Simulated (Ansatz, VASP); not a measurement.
Ge2S in VASP and in Ansatz

```xyz
6
Lattice="0.0000 0.0000 3.4750 4.1739 0.0000 0.0000 0.0000 8.2611 0.0000" Properties=species:S:1:pos:R:3 pbc="T T T"
Ge    0.7119    2.8472    0.0000
Ge    3.4620    5.4139    0.0000
Ge    2.7989    1.2834    1.7375
Ge    1.3750    6.9778    1.7375
S     0.0000    0.0000    0.0000
S     2.0870    4.1306    1.7375
```

Alike in both runs: functional PBE; k mesh 6 × 4 × 2; occupations gaussian, width 0.1 eV; no spin polarisation.

Ansatz relaxed the structure, and its values are those at the end. VASP's run is a single point on that final structure, the one shown.

|  | VASP | Ansatz |
| --- | --- | --- |
| version | VASP 6.6.1 | Ansatz 0.2.0 |
| potentials or method | VASP PAW PBE potentials, release 64 (Ge_d, S), cutoff 520 eV | scalar-relativistic, plane waves, PAW |
| valence electrons in the cell | 68 | 68 |

|  | VASP | Ansatz | Ansatz less VASP |
| --- | --- | --- | --- |
| gap on the k mesh at the Fermi level (eV) | none | none | - |
| pressure (GPa) | 0.0 | 0.0 | -0.01 |

A gap of «none» marks a metal or a gap that the smearing closes. With one functional, cell and mesh, what is left measures potentials, basis and numerics.

The k mesh is coarse, so the values compare programs but aren't converged.
